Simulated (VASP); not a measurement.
# Ti7W (Im-3m) in VASP: a series of runs

Ti7W is run at these levels: PBE; tasks: single point, relaxation of cell and atoms.

Program: VASP 6.6.1. These are calculated values, not measurements. Logs are shortened: lines on timing, memory, paths and dates and some standing lists are left out, and cuts for length are marked.

## 1. The cell of the first run

The structure is cubic, space group Im-3m (No. 229). Conventional cell: a = 6.451 Å, b = 6.451 Å, c = 6.451 Å, α = 90.00°, β = 90.00°, γ = 90.00°. Ti (site symmetry 4/mmm) has 12 Ti at 2.79 to 3.23 Å and 2 W at 3.23 Å within 3.7 Å. Within 3.7 Å of Ti (site symmetry -3m) lie 12 Ti at 2.79 to 3.23 Å and 2 W at 2.79 Å. W (site symmetry m-3m) has 14 Ti at 2.79 to 3.23 Å within 3.7 Å.

## 2. Single point, PBE

File INCAR:

```
SYSTEM = Ti7W
  PREC = Accurate
  ENCUT = 520
  EDIFF = 1E-6
  ISMEAR = 0
  SIGMA = 0.1
  LREAL = .FALSE.
  LASPH = .TRUE.
  NELM = 80
  ALGO = Normal
  ISIF = 2
  LWAVE = .FALSE.
  LCHARG = .TRUE.
  GGA = PE
  LELF = .TRUE.
  LVHAR = .TRUE.
  NBANDS = 59
```

File KPOINTS:

```
regular mesh
0
G
  4 4 4
  0 0 0
```

File POSCAR:

```
Ti7W
1.0
   -3.2257460754      3.2257460754      3.2257460754
    3.2257460754     -3.2257460754      3.2257460754
    3.2257460754      3.2257460754     -3.2257460754
Ti W
7 1
Direct
    0.0000000000      0.5000000000      0.5000000000
    0.5000000000      0.5000000000      0.0000000000
    0.5000000000      0.0000000000      0.5000000000
    0.0000000000      0.0000000000      0.5000000000
    0.0000000000      0.5000000000      0.0000000000
    0.5000000000      0.0000000000      0.0000000000
    0.5000000000      0.5000000000      0.5000000000
    0.0000000000      0.0000000000      0.0000000000
```

Potentials or basis: VASP PAW PBE potentials, release 64 (Ti_sv, W_sv).

Run with:

```
cat potpaw_PBE.64/Ti_sv/POTCAR potpaw_PBE.64/W_sv/POTCAR > POTCAR
mpirun -np 1 vasp_std > vasp.out
```

OUTCAR:

```text
SYSTEM = Ti7W
   PREC = Accurate
   ENCUT = 520
   EDIFF = 1E-6
   ISMEAR = 0
   LREAL = .FALSE.
   LASPH = .TRUE.
   NELM = 80
   ISIF = 2
   GGA = PE

 ion  position               nearest neighbor table
   1  0.000  0.500  0.500-   4 2.79   5 2.79   6 2.79   7 2.79   5 2.79   4 2.79   7 2.79   6 2.79

   2  0.500  0.500  0.000-   4 2.79   5 2.79   6 2.79   7 2.79   7 2.79   6 2.79   5 2.79   4 2.79

   3  0.500  0.000  0.500-   4 2.79   5 2.79   6 2.79   7 2.79   6 2.79   7 2.79   4 2.79   5 2.79

   4  0.000  0.000  0.500-   1 2.79   2 2.79   3 2.79   8 2.79   8 2.79   1 2.79   3 2.79   2 2.79

   5  0.000  0.500  0.000-   1 2.79   2 2.79   3 2.79   8 2.79   1 2.79   8 2.79   2 2.79   3 2.79

   6  0.500  0.000  0.000-   1 2.79   2 2.79   3 2.79   8 2.79   3 2.79   2 2.79   8 2.79   1 2.79

   7  0.500  0.500  0.500-   1 2.79   2 2.79   3 2.79   8 2.79   2 2.79   3 2.79   1 2.79   8 2.79

   8  0.000  0.000  0.000-   4 2.79   5 2.79   6 2.79   7 2.79   4 2.79   5 2.79   6 2.79   7 2.79

  LATTYP: Found a body centered cubic cell.
 ALAT       =     6.4514921508

  Lattice vectors:

 A1 = (  -3.2257460754,   3.2257460754,   3.2257460754)
 A2 = (   3.2257460754,  -3.2257460754,   3.2257460754)
 A3 = (   3.2257460754,   3.2257460754,  -3.2257460754)

Analysis of symmetry for initial positions (statically):
=====================================================================
 Subroutine PRICEL returns:
 Original cell was already a primitive cell.

 Routine SETGRP: Setting up the symmetry group for a
 body centered cubic supercell.

 Subroutine GETGRP returns: Found 48 space group operations
 (whereof 48 operations were pure point group operations)
 out of a pool of 48 trial point group operations.

The static configuration has the point symmetry O_h .

Analysis of symmetry for dynamics (positions and initial velocities):
=====================================================================
 Subroutine PRICEL returns:
 Original cell was already a primitive cell.

 Routine SETGRP: Setting up the symmetry group for a
 body centered cubic supercell.

 Subroutine GETGRP returns: Found 48 space group operations
 (whereof 48 operations were pure point group operations)
 out of a pool of 48 trial point group operations.

The dynamic configuration has the point symmetry O_h .

 Subroutine INISYM returns: Found 48 space group operations
 (whereof 48 operations are pure point group operations),
 and found     1 'primitive' translations

----------------------------------------------------------------------------------------

                                     Primitive cell

  volume of cell :     134.2612

  direct lattice vectors                    reciprocal lattice vectors
    -3.225746075  3.225746075  3.225746075     0.000000000  0.155002901  0.155002901
     3.225746075 -3.225746075  3.225746075     0.155002901  0.000000000  0.155002901
     3.225746075  3.225746075 -3.225746075     0.155002901  0.155002901  0.000000000

  length of vectors
     5.587156095  5.587156095  5.587156095     0.219207205  0.219207205  0.219207205

  position of ions in fractional coordinates (direct lattice)
     0.000000000  0.500000000  0.500000000
     0.500000000  0.500000000  0.000000000
     0.500000000  0.000000000  0.500000000
     0.000000000  0.000000000  0.500000000
     0.000000000  0.500000000  0.000000000
     0.500000000  0.000000000  0.000000000
     0.500000000  0.500000000  0.500000000
     0.000000000  0.000000000  0.000000000

  ion indices of the primitive-cell ions
   primitive index   ion index
                 1           1
                 2           2
                 3           3
                 4           4
                 5           5
                 6           6
                 7           7
                 8           8

----------------------------------------------------------------------------------------

 KPOINTS: regular mesh

Automatic generation of k-mesh.
 Grid dimensions read from file:
 generate k-points for:    4    4    4

 Generating k-lattice:

  Cartesian coordinates                     Fractional coordinates (reciprocal lattice)
     0.000000000  0.038750725  0.038750725     0.250000000  0.000000000  0.000000000
     0.038750725  0.000000000  0.038750725     0.000000000  0.250000000  0.000000000
     0.038750725  0.038750725  0.000000000     0.000000000  0.000000000  0.250000000

  Length of vectors
     0.054801801  0.054801801  0.054801801

  Shift w.r.t. Gamma in fractional coordinates (k-lattice)
     0.000000000  0.000000000  0.000000000

 Subroutine IBZKPT returns following result:
 ===========================================

 Found      8 irreducible k-points:

 Following reciprocal coordinates:
            Coordinates               Weight
  0.000000  0.000000  0.000000      1.000000
  0.250000  0.000000  0.000000     12.000000
  0.500000  0.000000  0.000000      6.000000
  0.250000  0.250000  0.000000     24.000000
  0.250000  0.250000  0.250000      2.000000
 -0.250000  0.250000  0.250000      6.000000
  0.500000  0.500000  0.250000     12.000000
  0.500000  0.500000  0.500000      1.000000
   k-points           NKPTS =      8   k-points in BZ     NKDIM =      8   number of bands    NBANDS=     59
   number of dos      NEDOS =    301   number of ions     NIONS =      8
   total plane-waves  NPLWV =  74088
   dimension x,y,z NGX =    42 NGY =   42 NGZ =   42
   dimension x,y,z NGXF=    84 NGYF=   84 NGZF=   84
   ions per type =               7   1
   NGX,Y,Z   is equivalent  to a cutoff of  12.50, 12.50, 12.50 a.u.
   NGXF,Y,Z  is equivalent  to a cutoff of  24.99, 24.99, 24.99 a.u.
 SYSTEM =  Ti7W
   PREC   = accura    normal or accurate (medium, high low for compatibility)
   ISTART =      0    job   : 0-new  1-cont  2-samecut
   ICHARG =      2    charge: 1-file 2-atom 10-const
   ISPIN  =      1    spin polarized calculation?
   LNONCOLLINEAR =      F non collinear calculations
   LSORBIT =      F    spin-orbit coupling
   LASPH  =      T    aspherical Exc in radial PAW
   ENCUT  =  520.0 eV  38.22 Ry    6.18 a.u.  10.39 10.39 10.39*2*pi/ulx,y,z
   NELM   =     80;   NELMIN=  2; NELMDL= -5     # of ELM steps
   EDIFF  = 0.1E-05   stopping-criterion for ELM
   LREAL  =      F    real-space projection
   EDIFFG = 0.1E-04   stopping-criterion for IOM
   NSW    =      0    number of steps for IOM
   IBRION =     -1    ionic relax: 0-MD 1-quasi-New 2-CG
   NFREE  =      0    steps in history (QN), initial steepest desc. (CG)
   ISIF   =      2    stress and relaxation
   ISYM   =      2    0-nonsym 1-usesym 2-fastsym
   POTIM  = 0.5000    time-step for ionic-motion
   TEBEG  =    0.0;   TEEND  =   0.0 temperature during run
   PSTRESS=    0.0 pullay stress
   NELECT =      98.0000    total number of electrons
   NUPDOWN=      -1.0000    fix difference up-down
   EMIN   =  10.00;   EMAX   =-10.00  energy-range for DOS
   EFERMI =   0.00;   METHOD = LEGACY
   ISMEAR =     0;   SIGMA  =   0.10  broadening in eV -4-tet -1-fermi 0-gaus
   EFERMI_NEDOS =   21; number of points for ismear=-14 and -15
   IALGO  =     38    algorithm
   IMIX   =      4    mixing-type and parameters
     AMIX     =   0.40;   BMIX     =  1.00
     AMIX_MAG =   1.60;   BMIX_MAG =  1.00
  volume/ion in A,a.u.               =      16.78       113.25
  Fermi-wavevector in a.u.,A,eV,Ry     =   1.474009  2.785472 29.561396  2.172701
  Thomas-Fermi vector in A             =   2.588832
   LORBIT       =      0    0 simple, 1 ext, 2 COOP (PROOUT), +10 PAW based schemes
   GGA     = PE    functional components
   LHFCALC =     F    Hartree Fock is set to
   AEXX    =    0.0000 exact exchange contribution
   IVDW    =     0    specifies the selected vdW correction
   LEPSILON=     F    determine dielectric tensor
   LRPA    =     F    only Hartree local field effects (RPA)
 non-spin polarized calculation
 Gauss-broadening in eV      SIGMA  =   0.10
  energy-cutoff  :      520.00
  volume of cell :      134.26
 maximum number of plane-waves:      3632
 NGX is ok and might be reduce to    42
   NGX = 21   NGY = 21   NGZ = 21

 number of electron      98.0000039 magnetization

 Free energy of the ion-electron system (eV)
  ---------------------------------------------------
  ext. energy  EPLUGINS =         0.00000000
  ---------------------------------------------------
  free energy    TOTEN  =       -67.20281256 eV

  energy without entropy =      -67.13790421  energy(sigma->0) =      -67.17035838

 E-fermi :   8.6040     XC(G=0): -11.8685

 val. band max:        8.5967623841   @ k =   0.5000   0.0000   0.0000
 cond. band min:       8.6111536136   @ k =   0.5000   0.5000   0.5000
 fundamental gap:      0.0143912295
 Fermi energy:         8.6039739779

 k-point     1 :       0.0000    0.0000    0.0000
  band No.  band energies     occupation
      1     -64.5528      2.00000
      2     -47.8804      2.00000
      3     -47.7930      2.00000
      4     -47.7930      2.00000
      5     -47.6828      2.00000
      6     -47.6828      2.00000
[... 51 lines left out ...]
     58      11.4444      0.00000
     59      11.4821      0.00000

 k-point     2 :       0.2500    0.0000    0.0000
  band No.  band energies     occupation
      1     -64.5528      2.00000
      2     -47.8638      2.00000
      3     -47.7975      2.00000
      4     -47.7931      2.00000
      5     -47.6844      2.00000
      6     -47.6830      2.00000
[... 51 lines left out ...]
     58      11.2049      0.00000
     59      11.3341      0.00000

 k-point     3 :       0.5000    0.0000    0.0000
  band No.  band energies     occupation
      1     -64.5528      2.00000
      2     -47.8343      2.00000
      3     -47.8159      2.00000
      4     -47.7932      2.00000
      5     -47.6831      2.00000
      6     -47.6830      2.00000
[... 51 lines left out ...]
     58      10.5108      0.00000
     59      11.0879      0.00000

 k-point     4 :       0.2500    0.2500    0.0000
  band No.  band energies     occupation
      1     -64.5528      2.00000
      2     -47.8379      2.00000
      3     -47.8077      2.00000
      4     -47.7974      2.00000
      5     -47.6868      2.00000
      6     -47.6804      2.00000
[... 51 lines left out ...]
     58      10.8707      0.00000
     59      10.9256      0.00000

 k-point     5 :       0.2500    0.2500    0.2500
  band No.  band energies     occupation
      1     -64.5527      2.00000
      2     -47.8153      2.00000
      3     -47.8153      2.00000
      4     -47.8153      2.00000
      5     -47.6888      2.00000
      6     -47.6727      2.00000
[... 51 lines left out ...]
     58      11.4536      0.00000
     59      11.4701      0.00000

 k-point     6 :      -0.2500    0.2500    0.2500
  band No.  band energies     occupation
      1     -64.5527      2.00000
      2     -47.8484      2.00000
      3     -47.7991      2.00000
      4     -47.7911      2.00000
      5     -47.6891      2.00000
      6     -47.6891      2.00000
[... 51 lines left out ...]
     58      10.8049      0.00000
     59      10.8200      0.00000

 k-point     7 :       0.5000    0.5000    0.2500
  band No.  band energies     occupation
      1     -64.5527      2.00000
      2     -47.8213      2.00000
      3     -47.8102      2.00000
      4     -47.7913      2.00000
      5     -47.6917      2.00000
      6     -47.6859      2.00000
[... 51 lines left out ...]
     58      10.3133      0.00000
     59      10.4089      0.00000

 k-point     8 :       0.5000    0.5000    0.5000
  band No.  band energies     occupation
      1     -64.5527      2.00000
      2     -47.8052      2.00000
      3     -47.8052      2.00000
      4     -47.7873      2.00000
      5     -47.6953      2.00000
      6     -47.6953      2.00000
[... 51 lines left out ...]
     58       9.9404      0.00000
     59       9.9557      0.00000

------------------------ aborting loop because EDIFF is reached ----------------------------------------

  FORCE on cell =-STRESS in cart. coord.  units (eV):
  Direction    XX          YY          ZZ          XY          YZ          ZX
  --------------------------------------------------------------------------------------
  -------------------------------------------------------------------------------------
  Total       -0.1424539     -0.1424539     -0.1424539      0.0000000      0.0000000     -0.0000000
  in kB       -1.6999432     -1.6999432     -1.6999432      0.0000000      0.0000000     -0.0000000
  external PRESSURE =      -1.6999432 kB  Pullay stress =       0.0000000 kB

 VOLUME and BASIS-vectors are now :
 -----------------------------------------------------------------------------
  energy-cutoff  :      520.00
  volume of cell :      134.26
      direct lattice vectors                 reciprocal lattice vectors
    -3.225746075  3.225746075  3.225746075     0.000000000  0.155002901  0.155002901
     3.225746075 -3.225746075  3.225746075     0.155002901  0.000000000  0.155002901
     3.225746075  3.225746075 -3.225746075     0.155002901  0.155002901  0.000000000

 POSITION                                       TOTAL-FORCE (eV/Angst)
 -----------------------------------------------------------------------------------
      3.22575      0.00000      0.00000         0.000000      0.000000     -0.000000
      0.00000      0.00000      3.22575        -0.000000     -0.000000     -0.000000
      0.00000      3.22575      0.00000         0.000000     -0.000000      0.000000
      1.61287      1.61287     -1.61287        -0.000000      0.000000     -0.000000
      1.61287     -1.61287      1.61287         0.000000     -0.000000      0.000000
     -1.61287      1.61287      1.61287         0.000000      0.000000     -0.000000
      1.61287      1.61287      1.61287         0.000000      0.000000      0.000000
      0.00000      0.00000      0.00000        -0.000000      0.000000      0.000000
 -----------------------------------------------------------------------------------
    total drift:                               -0.000000     -0.000000      0.000000

  FREE ENERGIE OF THE ION-ELECTRON SYSTEM (eV)
  ---------------------------------------------------
  free  energy   TOTEN  =       -67.2028125578 eV

  energy  without entropy=      -67.1379042106  energy(sigma->0) =      -67.17035838
```

It took 58 s on 1 thread of Intel Xeon 6975P-C (Granite Rapids), shared host; peak memory 0.27 GiB.

Results:

```yaml
Free_energy: -67.2028 eV
Pressure: -0.2 GPa
Band_gap_on_the_k_mesh: zero (band 49 reaches 9.52 eV, above the bottom of band 50 at 8.37 eV)
```

Caveat: spin-orbit coupling is left out, which moves the levels of the heavy elements.

## 3. Relaxation of cell and atoms, PBE

File INCAR:

```
PREC = Accurate ; ENCUT = 600
EDIFF = 1E-6 ; ISMEAR = 0
SIGMA = 0.1 ; LREAL = F
LASPH = T ; NELM = 80
ALGO = Fast ; ISIF = 3
LWAVE = F ; LCHARG = F
GGA = PE ; IBRION = 2
NSW = 100 ; EDIFFG = -0.01
LUSENCCL = F
```

File KPOINTS:

```
regular mesh
0
Gamma
  8 8 8
```

POSCAR is that of step 2.

Potentials or basis: VASP PAW PBE potentials, release 64 (Ti_sv, W_sv).

Run with:

```
cat potpaw_PBE.64/Ti_sv/POTCAR potpaw_PBE.64/W_sv/POTCAR > POTCAR
mpirun -np 1 vasp_std > vasp.out
```

Run time: 11 min. Hardware: 1 × NVIDIA H100 80GB with 1 thread of AMD EPYC 7R13 (Zen 3), shared host; peak memory 1.5 GiB.

The run converged. Its results:

```yaml
Free_energy: -67.1544 eV
Pressure_after_relaxing: 0.0 GPa
Band_gap_on_the_k_mesh: zero (band 49 reaches 9.52 eV, above the bottom of band 50 at 8.34 eV)
```

Final structure:
```yaml
crystal:
  lattice:
    - [-3.22575, 3.22575, 3.22575]
    - [3.22575, -3.22575, 3.22575]
    - [3.22575, 3.22575, -3.22575]
  atoms:
    - { symbol: Ti, position: [0.00000, 0.50000, 0.50000] }
    - { symbol: Ti, position: [0.50000, 0.50000, 0.00000] }
    - { symbol: Ti, position: [0.50000, 0.00000, 0.50000] }
    - { symbol: Ti, position: [0.00000, 0.00000, 0.50000] }
    - { symbol: Ti, position: [0.00000, 0.50000, 0.00000] }
    - { symbol: Ti, position: [0.50000, 0.00000, 0.00000] }
    - { symbol: Ti, position: [0.50000, 0.50000, 0.50000] }
    - { symbol: W, position: [0.00000, 0.00000, 0.00000] }
```

Levels at points of the mesh, in eV from the Fermi level:
| k point | band 46 | band 47 | band 48 | band 49 | band 50 | band 51 | band 52 | band 53 |
| --- | --- | --- | --- | --- | --- | --- | --- | --- |
| (0.00, 0.00, 0.00) | -0.45 | -0.45 | 0.92 | 0.92 | 0.92 | 1.21 | 1.21 | 1.21 |
| (0.50, 0.00, 0.00) | -0.63 | -0.59 | -0.25 | -0.06 | 0.00 | 0.07 | 0.21 | 0.30 |
| (0.50, 0.50, 0.50) | -0.52 | -0.06 | 0.01 | 0.01 | 0.01 | 0.98 | 0.99 | 0.99 |

Caveat: the relaxation stopped at its first step, so nothing moved; spin-orbit coupling is left out, which moves the levels of the heavy elements.
